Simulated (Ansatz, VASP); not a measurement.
Al in VASP and in Ansatz

```
CELL_PARAMETERS angstrom
2.86348 0.00000 0.00000
-1.43174 2.47985 0.00000
0.00000 0.00000 9.35213
ATOMIC_POSITIONS crystal
Al 0.00000 0.00000 0.00000
Al 0.00000 0.00000 0.50000
Al 0.33333 0.66667 0.25000
Al 0.66667 0.33333 0.75000
```

Alike in both runs: task relaxation of cell and atoms; functional RPBE; k mesh 13 × 13 × 4; occupations fermi-dirac, width 0.1 eV; no spin polarisation.

|  | VASP | Ansatz |
| --- | --- | --- |
| version | VASP 6.6.1 | Ansatz 0.2.0 |
| potentials or method | VASP PAW PBE potentials, release 64 (Al), cutoff 600 eV | plane waves (420 eV) with PAW, scalar-relativistic |
| valence electrons in the cell | 12 | 12 |

VASP gave:

| Quantity | Value |
| --- | --- |
| relaxed volume (Å³/atom) | 16.82 |
| relaxed length of the cell vector where the two differ most in proportion (Å) | 9.493 |

Q: What did Ansatz give for the same quantities?

A: Relaxed volume (Å³/atom): 16.87; relaxed length of the cell vector where the two differ most in proportion (Å): 9.502.

VASP's potentials were made for PBE, not for RPBE.
